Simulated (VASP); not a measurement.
Write the native input for VASP 6.6.1 that does the following.

* Task: single point
* Functional: PBE
* Potentials or basis: VASP PAW PBE potentials, release 64 (Te)
* Cutoff: 520 eV
* k mesh: 15 × 15 × 15
* Occupations: gaussian, width 0.15 eV
* Spin: no spin polarisation
* Dipole correction: no
* Further INCAR settings: ALGO = Normal; EDIFF = 1e-06; NBANDS = 9

The structure of Te lies in POSCAR:

```
Te
1.0
    2.2941920343      1.3245523886      1.6981609438
   -2.2941920343      1.3245523886      1.6981609438
    0.0000000000     -2.6491047771      1.6981609438
Te
1
Direct
    0.5000000000      0.5000000000      0.5000000000
```

This cell differs from its parent crystal: volume 30.962 Å^3 an atom, c/a of the conventional cell 1.1103.

The input as run:

INCAR

```
SYSTEM = Te
PREC = Accurate
ENCUT = 520
EDIFF = 1E-6
ISMEAR = 0
SIGMA = 0.15
LREAL = .FALSE.
LASPH = .TRUE.
NELM = 100
ALGO = Normal
ISIF = 2
LWAVE = .FALSE.
LCHARG = .FALSE.
GGA = PE
NBANDS = 9
```

KPOINTS

```
regular mesh
0
G
  15 15 15
  0 0 0
```

Potentials or basis: VASP PAW PBE potentials, release 64 (Te).

Launch:

```sh
$ cat potpaw_PBE.64/Te/POTCAR > POTCAR
$ mpirun -np 1 vasp_std > vasp.out
```

It gave:

The pressure is 2.8 GPa and the band gap on the k mesh is zero (band 3 reaches 9.66 eV, above the bottom of band 4 at 4.61 eV).

Caveat: spin-orbit coupling is left out, which moves the levels of the heavy elements.

Wall time 59 s on 1 thread of Intel Xeon 8259CL (shared host), peak memory 0.21 GiB.
